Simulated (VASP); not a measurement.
# Pt (Im-3m) in VASP: single point with LDA

Aim: the single point of Pt with LDA.

Everything below comes from runs of VASP 6.6.1. Logs are shortened: lines on timing, memory, paths and dates and some standing lists are left out, and cuts for length are marked.

### Step 1. The cell of the first run

It takes space group Im-3m (No. 229, cubic). The conventional cell has a = 2.996 Å, b = 2.996 Å, c = 2.996 Å, α = 90.00°, β = 90.00°, γ = 90.00°. Pt (site symmetry m-3m) has 14 Pt at 2.59 to 3.00 Å within 3.4 Å.

### Step 2. Single point, LDA (volume scaled by 0.9)

INCAR reads:

```
SYSTEM = Pt
  ALGO = Normal
  EDIFF = 1E-7
  ENCUT = 520
  GGA = CA
  ISIF = 2
  ISMEAR = -1
  LASPH = .True.
  LCHARG = .False.
  LREAL = .False.
  LWAVE = .False.
  NBANDS = 11
  NELM = 80
  PREC = Accurate
  SIGMA = 0.1
```

KPOINTS reads:

```
k-points
0
Gamma
  19 19 19
  0 0 0
```

POSCAR reads:

```
Pt
1.0
   -1.4979140188      1.4979140188      1.4979140188
    1.4979140188     -1.4979140188      1.4979140188
    1.4979140188      1.4979140188     -1.4979140188
Pt
1
Direct
    0.0000000000      0.0000000000      0.0000000000
```

Potentials or basis: VASP PAW LDA potentials, release 64 (Pt).

On the command line:

```console
cat potpaw_LDA.64/Pt/POTCAR > POTCAR
mpirun -np 1 vasp_std > vasp.out
```

OUTCAR:

```text
SYSTEM = Pt
   EDIFF = 1E-7
   ENCUT = 520
   GGA = CA
   ISIF = 2
   ISMEAR = -1
   LASPH = .True.
   LREAL = .False.
   NELM = 80
   PREC = Accurate

 ion  position               nearest neighbor table
   1  0.000  0.000  0.000-

  LATTYP: Found a body centered cubic cell.
 ALAT       =     2.9958280376

  Lattice vectors:

 A1 = (  -1.4979140188,   1.4979140188,   1.4979140188)
 A2 = (   1.4979140188,  -1.4979140188,   1.4979140188)
 A3 = (   1.4979140188,   1.4979140188,  -1.4979140188)

Analysis of symmetry for initial positions (statically):
=====================================================================
 Subroutine PRICEL returns:
 Original cell was already a primitive cell.

 Routine SETGRP: Setting up the symmetry group for a
 body centered cubic supercell.

 Subroutine GETGRP returns: Found 48 space group operations
 (whereof 48 operations were pure point group operations)
 out of a pool of 48 trial point group operations.

The static configuration has the point symmetry O_h .

Analysis of symmetry for dynamics (positions and initial velocities):
=====================================================================
 Subroutine PRICEL returns:
 Original cell was already a primitive cell.

 Routine SETGRP: Setting up the symmetry group for a
 body centered cubic supercell.

 Subroutine GETGRP returns: Found 48 space group operations
 (whereof 48 operations were pure point group operations)
 out of a pool of 48 trial point group operations.

The dynamic configuration has the point symmetry O_h .

 Subroutine INISYM returns: Found 48 space group operations
 (whereof 48 operations are pure point group operations),
 and found     1 'primitive' translations

----------------------------------------------------------------------------------------

                                     Primitive cell

  volume of cell :      13.4438

  direct lattice vectors                    reciprocal lattice vectors
    -1.497914019  1.497914019  1.497914019     0.000000000  0.333797530  0.333797530
     1.497914019 -1.497914019  1.497914019     0.333797530  0.000000000  0.333797530
     1.497914019  1.497914019 -1.497914019     0.333797530  0.333797530  0.000000000

  length of vectors
     2.594463186  2.594463186  2.594463186     0.472060994  0.472060994  0.472060994

  position of ions in fractional coordinates (direct lattice)
     0.000000000  0.000000000  0.000000000

  ion indices of the primitive-cell ions
   primitive index   ion index
                 1           1

----------------------------------------------------------------------------------------

 KPOINTS: k-points

Automatic generation of k-mesh.
 Grid dimensions read from file:
 generate k-points for:   19   19   19

 Generating k-lattice:

  Cartesian coordinates                     Fractional coordinates (reciprocal lattice)
     0.000000000  0.017568291  0.017568291     0.052631579  0.000000000  0.000000000
     0.017568291  0.000000000  0.017568291     0.000000000  0.052631579  0.000000000
     0.017568291  0.017568291  0.000000000     0.000000000  0.000000000  0.052631579

  Length of vectors
     0.024845315  0.024845315  0.024845315

  Shift w.r.t. Gamma in fractional coordinates (k-lattice)
     0.000000000  0.000000000  0.000000000

 Subroutine IBZKPT returns following result:
 ===========================================

 Found    220 irreducible k-points:

 Following reciprocal coordinates:
            Coordinates               Weight
  0.000000  0.000000  0.000000      1.000000
  0.052632  0.000000  0.000000     12.000000
  0.105263  0.000000  0.000000     12.000000
  0.157895  0.000000  0.000000     12.000000
  0.210526  0.000000  0.000000     12.000000
  0.263158  0.000000  0.000000     12.000000
[... 16 lines left out ...]
  0.263158  0.105263  0.000000     48.000000
  0.315789  0.105263  0.000000     48.000000
 [... further k-points ...]
   k-points           NKPTS =    220   k-points in BZ     NKDIM =    220   number of bands    NBANDS=     11
   number of dos      NEDOS =    301   number of ions     NIONS =      1
   total plane-waves  NPLWV =   8000
   dimension x,y,z NGX =    20 NGY =   20 NGZ =   20
   dimension x,y,z NGXF=    40 NGYF=   40 NGZF=   40
   ions per type =               1
   NGX,Y,Z   is equivalent  to a cutoff of  12.82, 12.82, 12.82 a.u.
   NGXF,Y,Z  is equivalent  to a cutoff of  25.63, 25.63, 25.63 a.u.
 SYSTEM =  Pt
   PREC   = accura    normal or accurate (medium, high low for compatibility)
   ISTART =      0    job   : 0-new  1-cont  2-samecut
   ICHARG =      2    charge: 1-file 2-atom 10-const
   ISPIN  =      1    spin polarized calculation?
   LNONCOLLINEAR =      F non collinear calculations
   LSORBIT =      F    spin-orbit coupling
   LASPH  =      T    aspherical Exc in radial PAW
   ENCUT  =  520.0 eV  38.22 Ry    6.18 a.u.   4.82  4.82  4.82*2*pi/ulx,y,z
   NELM   =     80;   NELMIN=  2; NELMDL= -5     # of ELM steps
   EDIFF  = 0.1E-06   stopping-criterion for ELM
   LREAL  =      F    real-space projection
   EDIFFG = 0.1E-05   stopping-criterion for IOM
   NSW    =      0    number of steps for IOM
   IBRION =     -1    ionic relax: 0-MD 1-quasi-New 2-CG
   NFREE  =      0    steps in history (QN), initial steepest desc. (CG)
   ISIF   =      2    stress and relaxation
   ISYM   =      2    0-nonsym 1-usesym 2-fastsym
   POTIM  = 0.5000    time-step for ionic-motion
   TEBEG  =    0.0;   TEEND  =   0.0 temperature during run
   PSTRESS=    0.0 pullay stress
   NELECT =      10.0000    total number of electrons
   NUPDOWN=      -1.0000    fix difference up-down
   EMIN   =  10.00;   EMAX   =-10.00  energy-range for DOS
   EFERMI =   0.00;   METHOD = LEGACY
   ISMEAR =    -1;   SIGMA  =   0.10  broadening in eV -4-tet -1-fermi 0-gaus
   EFERMI_NEDOS =   21; number of points for ismear=-14 and -15
   IALGO  =     38    algorithm
   IMIX   =      4    mixing-type and parameters
     AMIX     =   0.40;   BMIX     =  1.00
     AMIX_MAG =   1.60;   BMIX_MAG =  1.00
  volume/ion in A,a.u.               =      13.44        90.72
  Fermi-wavevector in a.u.,A,eV,Ry     =   1.483319  2.803067 29.936026  2.200236
  Thomas-Fermi vector in A             =   2.596996
   LORBIT       =      0    0 simple, 1 ext, 2 COOP (PROOUT), +10 PAW based schemes
   GGA     = CA    functional components
   LHFCALC =     F    Hartree Fock is set to
   AEXX    =    0.0000 exact exchange contribution
   IVDW    =     0    specifies the selected vdW correction
   LEPSILON=     F    determine dielectric tensor
   LRPA    =     F    only Hartree local field effects (RPA)
 non-spin polarized calculation
  energy-cutoff  :      520.00
  volume of cell :       13.44
 maximum number of plane-waves:       372
   NGX =  9   NGY =  9   NGZ =  9

 number of electron      10.0000000 magnetization

 number of electron       9.9999998 magnetization

 Free energy of the ion-electron system (eV)
  ---------------------------------------------------
  ext. energy  EPLUGINS =         0.00000000
  ---------------------------------------------------
  free energy    TOTEN  =        -7.22009829 eV

  energy without entropy =       -7.18792567  energy(sigma->0) =       -7.20401198

 E-fermi :  13.2257     XC(G=0): -14.3565

 val. band max:       13.2251692856   @ k =  -0.4737  -0.4737   0.3684
 cond. band min:      13.2285561523   @ k =  -0.3684   0.4211   0.3158
 fundamental gap:      0.0033868667
 Fermi energy:        13.2256767635

 k-point     1 :       0.0000    0.0000    0.0000
  band No.  band energies     occupation
      1       1.9357      2.00000
      2       8.7454      2.00000
      3       8.7454      2.00000
      4       8.7454      2.00000
      5      11.9439      1.99999
      6      11.9439      1.99999
      7      30.1116      0.00000
      8      30.1116      0.00000
      9      30.1116      0.00000
     10      42.4270      0.00000
     11      42.4270      0.00000

 k-point     2 :       0.0526    0.0000    0.0000
  band No.  band energies     occupation
      1       2.0690      2.00000
      2       8.6860      2.00000
      3       8.7438      2.00000
      4       8.8601      2.00000
      5      11.8604      2.00000
      6      11.9473      1.99999
      7      30.1948      0.00000
      8      30.3039      0.00000
      9      30.3198      0.00000
     10      40.7163      0.00000
     11      41.5123      0.00000

 k-point     3 :       0.1053    0.0000    0.0000
  band No.  band energies     occupation
      1       2.4571      2.00000
      2       8.5180      2.00000
      3       8.7305      2.00000
      4       9.2002      2.00000
      5      11.6586      2.00000
      6      11.9599      1.99999
      7      30.3808      0.00000
      8      30.7580      0.00000
      9      30.9318      0.00000
     10      38.8102      0.00000
     11      39.7946      0.00000

 k-point     4 :       0.1579    0.0000    0.0000
  band No.  band energies     occupation
      1       3.0589      2.00000
      2       8.2688      2.00000
      3       8.6952      2.00000
      4       9.7524      2.00000
      5      11.4549      2.00000
      6      11.9873      1.99999
      7      30.4522      0.00000
      8      31.0431      0.00000
      9      31.9117      0.00000
     10      37.5092      0.00000
     11      38.2174      0.00000
[... 239 lines left out ...]
 k-point    22 :       0.2105    0.1053    0.0000
  band No.  band energies     occupation
      1       4.8103      2.00000
      2       7.7395      2.00000
      3       8.3894      2.00000
      4      11.1886      2.00000
      5      11.9617      1.99999
      6      12.3114      1.99979
      7      28.5415      0.00000
      8      29.6911      0.00000
      9      33.6498      0.00000
     10      34.3277      0.00000
     11      38.4964      0.00000

 k-point    23 :       0.2632    0.1053    0.0000
  band No.  band energies     occupation
      1       5.2465      2.00000
      2       7.4700      2.00000
      3       8.8279      2.00000
      4      11.3432      2.00000
      5      12.3453      1.99970
      6      13.1145      1.50509
      7      26.4639      0.00000
      8      28.6599      0.00000
      9      32.6845      0.00000
     10      35.3531      0.00000
     11      39.6446      0.00000

 k-point    24 :       0.3158    0.1053    0.0000
  band No.  band energies     occupation
      1       5.3659      2.00000
      2       7.2534      2.00000
      3       9.6232      2.00000
      4      11.5646      2.00000
      5      12.4689      1.99897
      6      14.2420      0.00008
      7      24.2961      0.00000
      8      27.7422      0.00000
      9      31.4071      0.00000
     10      36.7973      0.00000
     11      39.7011      0.00000

 [... further k-points ...]

------------------------ aborting loop because EDIFF is reached ----------------------------------------

  FORCE on cell =-STRESS in cart. coord.  units (eV):
  Direction    XX          YY          ZZ          XY          YZ          ZX
  --------------------------------------------------------------------------------------
  -------------------------------------------------------------------------------------
  Total        3.5356916      3.5356916      3.5356916     -0.0000000      0.0000000      0.0000000
  in kB      421.3706787    421.3706787    421.3706787     -0.0000000      0.0000000      0.0000000
  external PRESSURE =     421.3706787 kB  Pullay stress =       0.0000000 kB

 VOLUME and BASIS-vectors are now :
 -----------------------------------------------------------------------------
  energy-cutoff  :      520.00
  volume of cell :       13.44
      direct lattice vectors                 reciprocal lattice vectors
    -1.497914019  1.497914019  1.497914019     0.000000000  0.333797530  0.333797530
     1.497914019 -1.497914019  1.497914019     0.333797530  0.000000000  0.333797530
     1.497914019  1.497914019 -1.497914019     0.333797530  0.333797530  0.000000000

 POSITION                                       TOTAL-FORCE (eV/Angst)
 -----------------------------------------------------------------------------------
      0.00000      0.00000      0.00000         0.000000      0.000000      0.000000
 -----------------------------------------------------------------------------------
    total drift:                                0.000000      0.000000      0.000000

  FREE ENERGIE OF THE ION-ELECTRON SYSTEM (eV)
  ---------------------------------------------------
  free  energy   TOTEN  =        -7.2200982859 eV

  energy  without entropy=       -7.1879256741  energy(sigma->0) =       -7.20401198
```

It took 9.2 s on 1 thread of Intel Xeon 6975P-C (Granite Rapids), shared host; peak memory 0.14 GiB.

Results:

| Quantity | Value |
| --- | --- |
| Free energy | -7.2201 eV |
| Pressure | 42.1 GPa |
| Band gap on the k mesh | zero (band 5 reaches 14.54 eV, above the bottom of band 6 at 11.78 eV) |

Levels at points of the mesh, in eV from the Fermi level:
| k point | band 1 | band 2 | band 3 | band 4 | band 5 | band 6 | band 7 | band 8 | band 9 | band 10 |
| --- | --- | --- | --- | --- | --- | --- | --- | --- | --- | --- |
| (0.00, 0.00, 0.00) | -11.29 | -4.48 | -4.48 | -4.48 | -1.28 | -1.28 | 16.89 | 16.89 | 16.89 | 29.20 |

Caveat: spin-orbit coupling is left out, which moves the levels of the heavy elements.
